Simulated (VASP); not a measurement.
A run of VASP 6.6.1:

Contents of INCAR:

```
SYSTEM = SiGe2
  PREC = Accurate
  ENCUT = 520
  EDIFF = 1E-6
  ISMEAR = 0
  SIGMA = 0.1
  LREAL = .False.
  LASPH = .True.
  NELM = 60
  ALGO = Normal
  ISIF = 2
  LWAVE = .False.
  LCHARG = .True.
  GGA = PE
  LELF = .True.
  LVHAR = .True.
  NBANDS = 23
```

File KPOINTS:

```
regular mesh
0
Gamma
  6 6 2
  0 0 0
```

The input POSCAR:

```
SiGe2
1.0
    2.7834268942      0.0000000000      0.0000000000
   -1.3917134471      2.4105184000      0.0000000000
    0.0000000000      0.0000000000      8.0809728606
Si Ge
1 2
Direct
    0.0000000000      0.0000000000      0.5000000000
    0.0000000000      0.0000000000      0.8275503456
    0.0000000000      0.0000000000      0.1724496544
```

Potentials or basis: VASP PAW PBE potentials, release 64 (Si, Ge_d).

The run is started by

```bash
$ cat potpaw_PBE.64/Si/POTCAR potpaw_PBE.64/Ge_d/POTCAR > POTCAR
$ mpirun -np 1 vasp_std > vasp.out
```

Hardware: 1 thread of Intel Xeon 6975P-C (shared host).

Q: Estimate the wall time of this run.

A: It took 13 s on 1 thread of Intel Xeon 6975P-C, on a shared host, peak memory 0.18 GiB. Counts: scf iterations 12, k points 14.
